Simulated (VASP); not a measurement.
Input of a VASP 6.6.1 run:

Contents of POSCAR:

```
InP
1.0
    2.8945948488      2.8945948488      0.0000000000
   -2.8945948488      2.8945948488      0.0000000000
    0.0000000000      2.8945948488      3.0164957272
In P
1 1
Direct
    0.0000000000      0.0000000000      0.0000000000
    0.7500000000      0.2500000000      0.5000000000
```

The input INCAR.step1:

```
  PREC = Accurate
  ENCUT = 520
  ISMEAR = 0
  SIGMA = 0.01
  LREAL = False
  LASPH = True
  NELM = 60
  NBANDS = 16
  GGA = PE
  ALGO = Normal
  EDIFF = 1E-4
  LWAVE = True
  LCHARG = False
```

File INCAR.step2:

```
  PREC = Accurate
  ENCUT = 520
  EDIFF = 1E-7
  ISMEAR = 0
  SIGMA = 0.01
  LREAL = False
  LASPH = True
  NELM = 60
  ALGO = Normal
  ISIF = 2
  LWAVE = False
  LCHARG = False
  METAGGA = R2SCAN
  LMIXTAU = True
  NBANDS = 16
  ISTART = 1
```

File KPOINTS:

```
regular mesh
0
Gamma
  8 8 8
```

Potentials or basis: VASP PAW PBE potentials, release 64 (In_d, P).

The run is started by

```bash
$ cat potpaw_PBE.64/In_d/POTCAR potpaw_PBE.64/P/POTCAR > POTCAR
$ cp INCAR.step1 INCAR
$ mpirun -np 1 vasp_std > vasp.out
$ cp INCAR.step2 INCAR
$ mpirun -np 1 vasp_std > vasp.out
```

Q: Estimate the band gap on the k mesh.

A: 1.06 eV, direct.

Q: What does it give for the pressure?

A: 1.2 GPa.

Stress tensor (GPa, compression positive):
```
 1.87  0.00  0.00
 0.00  1.87  0.00
 0.00  0.00 -0.13
```

Caveat: the cell differs from its parent crystal (in-plane strain -0.02, then relaxed in part); the PAW data sets were made with another functional, which shifts forces and pressure a little; spin-orbit coupling is left out, which moves the levels of the heavy elements.
